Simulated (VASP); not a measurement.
Here is a VASP 6.6.1 calculation.

File INCAR:

```
ALGO = Normal ; EDIFF = 1E-6
ENCUT = 1300 ; GGA = PE
GGA_COMPAT = False ; ISIF = 2
ISMEAR = 0 ; LASPH = True
LCHARG = True ; LELF = True
LREAL = False ; LVHAR = True
LWAVE = False ; NBANDS = 20
NELM = 120 ; PREC = Accurate
SIGMA = 0.1
```

KPOINTS

```
k-points
0
Gamma
  6 6 6
```

Contents of POSCAR:

```
BC5
1.0
    0.0000000000      2.9343934917      2.9343934917
    2.9343934917      0.0000000000      2.9343934917
    2.9343934917      2.9343934917      0.0000000000
B C
1 5
Direct
    0.2500000000      0.2500000000      0.2500000000
    0.5000000000      0.5000000000      0.5000000000
    0.8444613222      0.8444613222      0.8444613222
    0.8444613222      0.8444613222      0.4666160335
    0.8444613222      0.4666160335      0.8444613222
    0.4666160335      0.8444613222      0.8444613222
```

Potentials or basis: VASP PAW PBE potentials, release 64 (B_h, C_h).

Command:

```sh
$ cat potpaw_PBE.64/B_h/POTCAR potpaw_PBE.64/C_h/POTCAR > POTCAR
$ mpirun -np 1 vasp_std > vasp.out
```

Q: Estimate the pressure.

A: 0.3 GPa.

Q: Estimate the band gap on the k mesh.

A: Zero (an odd number of electrons rules out a gap without spin polarisation).

Q: Predict the largest force.

A: 0.025 eV/Å.

Forces in eV/Å, atoms in the order of the input:
```
B    0.000  0.000  0.000
C    0.000  0.000  0.000
C   -0.014 -0.014 -0.014
C    0.014  0.014 -0.014
C    0.014 -0.014  0.014
C   -0.014  0.014  0.014
```

Caveat: an odd number of electrons without spin polarisation forces a metal; a magnetic or distorted state may lie lower.
